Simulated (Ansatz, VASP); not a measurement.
**Two plane-wave programs on BaZrO3**

```
Ba Zr O
1.0
     4.41702    0.00000    0.00000
     0.00000    4.41702    0.00000
     0.00000    0.00000    4.41702
Ba Zr O
1 1 3
Direct
  0.00000 0.00000 0.00000
  0.50000 0.50000 0.50000
  0.50000 0.00000 0.50000
  0.50000 0.50000 0.00000
  0.00000 0.50000 0.50000
```

Alike in both runs: task single point; functional PBE; k mesh 6 × 6 × 6; occupations gaussian, width 0.02 eV; no spin polarisation.

```csv
,VASP,Ansatz
version,VASP 6.6.1,Ansatz 0.2.0
potentials or method,"VASP PAW PBE potentials, release 64 (Ba_sv, Zr_sv, O), cutoff 520 eV","scalar-relativistic, plane waves, PAW"
valence electrons in the cell,40,40
```

Ansatz gave:

- gap on the k mesh at the Fermi level (eV): 2.84
- least direct gap on the mesh (eV): 3.16
- pressure (GPa): -14.7

Question: Which values does VASP return?

Answer: gap on the k mesh at the Fermi level (eV): 2.81; least direct gap on the mesh (eV): 3.15; pressure (GPa): -14.2.

The functional is the same, so the differences come from potentials, cutoffs and numerics.

Spin-orbit coupling is off throughout.
